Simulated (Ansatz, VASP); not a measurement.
One calculation of WC, two programs

```xyz
2
Lattice="2.9005 0.0000 0.0000 -1.4503 2.5119 0.0000 0.0000 0.0000 2.8290" Properties=species:S:1:pos:R:3 pbc="T T T"
W    -0.3182   -0.3182    0.0000
C     1.4503    0.8373    1.4145
```

Alike in both runs: task single point; functional PBEsol; k mesh 6 × 6 × 6; occupations gaussian, width 0.15 eV; no spin polarisation.

|  | VASP | Ansatz |
| --- | --- | --- |
| version | VASP 6.6.1 | Ansatz 0.2.0 |
| potentials or method | VASP PAW PBE potentials, release 64 (W_sv, C), cutoff 520 eV | scalar-relativistic, plane waves, PAW |
| valence electrons in the cell | 18 | 18 |

|  | VASP | Ansatz | Ansatz less VASP |
| --- | --- | --- | --- |
| gap on the k mesh at the Fermi level (eV) | none | none | - |
| pressure (GPa) | 25.7 | 24.3 | -1.39 |
| traceless stress, the component that is largest in VASP (GPa) | -20.77 | -20.26 | +0.508 |
| rms of the force components (eV/Å) | 2.729 | 2.714 | -0.0152 |

VASP's potentials were made for PBE, not for PBEsol. Atom by atom the forces differ by 0.020 eV/Å (rms over components). A gap of «none» marks a metal or a gap that the smearing closes.

The k mesh is coarse, so the values compare programs but aren't converged. Spin-orbit coupling is off throughout.
